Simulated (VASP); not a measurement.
Wanted: the native input for a VASP 6.6.1 run.

```yaml
Task: relaxation of cell and atoms
Functional: RPBE
Potentials_or_basis: VASP PAW PBE potentials, release 64 (Ta_pv)
Cutoff: 600 eV
k_mesh: 8 × 8 × 11
Occupations: fermi-dirac, width 0.1 eV
Spin: no spin polarisation
Dipole_correction: no
Further_INCAR_settings: ALGO = Normal; EDIFF = 1e-06; IBRION = 2; EDIFFG = -0.01; NSW = 80; ISIF = 3
```

The structure of Ta lies in POSCAR:

```
Ta
1.0
    4.6735112553      0.0000000000      0.0000000000
   -2.3367556276      4.0473794720      0.0000000000
    0.0000000000      0.0000000000      2.8648623995
Ta
3
Direct
    0.0000000000      0.0000000000      0.0000000000
    0.3333333333      0.6666666667      0.5000000000
    0.6666666667      0.3333333333      0.5000000000
```

This isn't the form of Ta at room conditions, which is bcc.

The input as run:

INCAR

```
SYSTEM = Ta
PREC     = Accurate       ! precision mode
ENCUT    = 600            ! plane-wave cutoff, eV
EDIFF    = 1E-6           ! SCF threshold, eV
ISMEAR   = -1             ! smearing method
SIGMA    = 0.1            ! smearing width, eV
LREAL    = .FALSE.        ! projectors in reciprocal space
LASPH    = .TRUE.         ! aspherical terms in the spheres
NELM     = 80             ! most SCF steps
ALGO     = Normal         ! electronic algorithm
ISIF     = 3              ! what is computed and relaxed
LWAVE    = .FALSE.        ! write WAVECAR
LCHARG   = .FALSE.        ! write CHGCAR
GGA      = RP             ! functional
IBRION   = 2              ! ionic algorithm
NSW      = 80             ! ionic steps
EDIFFG   = -0.01          ! ionic threshold
```

KPOINTS

```
regular mesh
0
G
  8 8 11
  0 0 0
```

Potentials or basis: VASP PAW PBE potentials, release 64 (Ta_pv).

The run is started by

```console
$ cat potpaw_PBE.64/Ta_pv/POTCAR > POTCAR
$ mpirun -np 1 vasp_std > vasp.out
```

It gave:

```
Relaxed volume                        : 19.00 Å³/atom
Relaxed cell                          : a = 4.894 Å, b = 4.894 Å, c = 2.748 Å, α = 90.00°, β = 90.00°, γ = 120.00°
Space group after relaxing (to 0.1 Å) : P6/mmm (No. 191)
Energy gained by relaxing             : 114.7 meV/atom
Ionic steps                           : 15
Pressure after relaxing               : 0.0 GPa
Band gap on the k mesh                : zero (an odd number of electrons rules out a gap without spin polarisation)
```

Caveat: the PAW data sets were made with another functional, which shifts forces and pressure a little; spin-orbit coupling is left out, which moves the levels of the heavy elements.

Wall time 12 min on 1 thread of Intel Xeon 8259CL, on a shared host, peak memory 0.25 GiB.
